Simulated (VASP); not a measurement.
Here is a VASP 6.6.1 calculation.

INCAR

```
  PREC = Accurate
  ENCUT = 600
  EDIFF = 1E-6
  ISMEAR = 0
  SIGMA = 0.01
  LREAL = False
  LASPH = True
  NELM = 200
  ALGO = Normal
  ISIF = 2
  LWAVE = False
  LCHARG = False
  ISPIN = 2
  MAGMOM = 3
  LORBIT = 11
  LMAXMIX = 4
  LDAU = True
  LDAUTYPE = 2
  LDAUL = 2
  LDAUU = 7
  LDAUJ = 0
  LDAUPRINT = 1
  NBANDS = 14
  GGA_COMPAT = False
```

File KPOINTS:

```
Automatic mesh
0
Gamma
  13 13 13
  0.5 0.5 0.5
```

The input POSCAR:

```
Fe
1.0
   -1.4430000000      1.4430000000      1.4430000000
    1.4430000000     -1.4430000000      1.4430000000
    1.4430000000      1.4430000000     -1.4430000000
Fe
1
Direct
    0.0000000000      0.0000000000      0.0000000000
```

Potentials or basis: VASP PAW LDA potentials, release 64 (Fe).

Launch:

```bash
$ cat potpaw_LDA.64/Fe/POTCAR > POTCAR
$ mpirun -np 1 vasp_std > vasp.out
```

Question: What does it give for the net moment?

Answer: 3.04 μB per cell.

Question: Estimate the site moments.

Answer: Fe +3.18 μB.

Question: Predict the pressure.

Answer: 0.5 GPa.

Eigenvalues of the final occupation matrices:
```
    site  spin  trace               eigenvalues
site 1 d     1   4.79  0.96 0.96 0.96 0.96 0.96
site 1 d     2   1.47  0.16 0.16 0.38 0.38 0.38
```

Caveat: the U is typed as a test and isn't derived for this compound. The state reached can hang on the start; a lower one may exist.
